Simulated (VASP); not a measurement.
Wanted: the native input for a VASP 6.6.1 run.

| Property | Result |
| --- | --- |
| Task | single point |
| Functional | LDA |
| Potentials or basis | VASP PAW LDA potentials, release 64 (P, Ir) |
| Cutoff | 520 eV |
| k mesh | 11 × 11 × 11 |
| Occupations | fermi-dirac, width 0.05 eV |
| Spin | no spin polarisation |
| Dipole correction | no |
| Further INCAR settings | ALGO = Normal; EDIFF = 1e-07; NBANDS = 18 |

The structure of PIr2 lies in POSCAR:

```
PIr2
1.0
    0.0000000000      2.8217784860      2.8217784860
    2.8217784860      0.0000000000      2.8217784860
    2.8217784860      2.8217784860      0.0000000000
P Ir
1 2
Direct
    0.0000000000      0.0000000000      0.0000000000
    0.2500000000      0.2500000000      0.2500000000
    0.7500000000      0.7500000000      0.7500000000
```

These files were run (other wordings do the same):

INCAR

```
SYSTEM = PIr2
ALGO = Normal
EDIFF = 1E-7
ENCUT = 520
ISIF = 2
ISMEAR = -1
LASPH = .True.
LCHARG = .False.
LREAL = .False.
LWAVE = .False.
NBANDS = 18
NELM = 80
PREC = Accurate
SIGMA = 0.05
```

KPOINTS

```
k-points
0
Gamma
  11 11 11
  0 0 0
```

Potentials or basis: VASP PAW LDA potentials, release 64 (P, Ir).

Launch:

```bash
$ cat potpaw_LDA.64/P/POTCAR potpaw_LDA.64/Ir/POTCAR > POTCAR
$ mpirun -np 1 vasp_std > vasp.out
```

Results of the run:

```
Pressure               : -18.1 GPa
Band gap on the k mesh : zero (an odd number of electrons rules out a gap without spin polarisation)
```

Caveat: the cell stands under tension; spin-orbit coupling is left out, which moves the levels of the heavy elements.

Run time: 50 s on 1 thread of Intel(R) Xeon(R) Platinum 8488C (Sapphire Rapids), with other jobs on the host, peak memory 0.18 GiB.
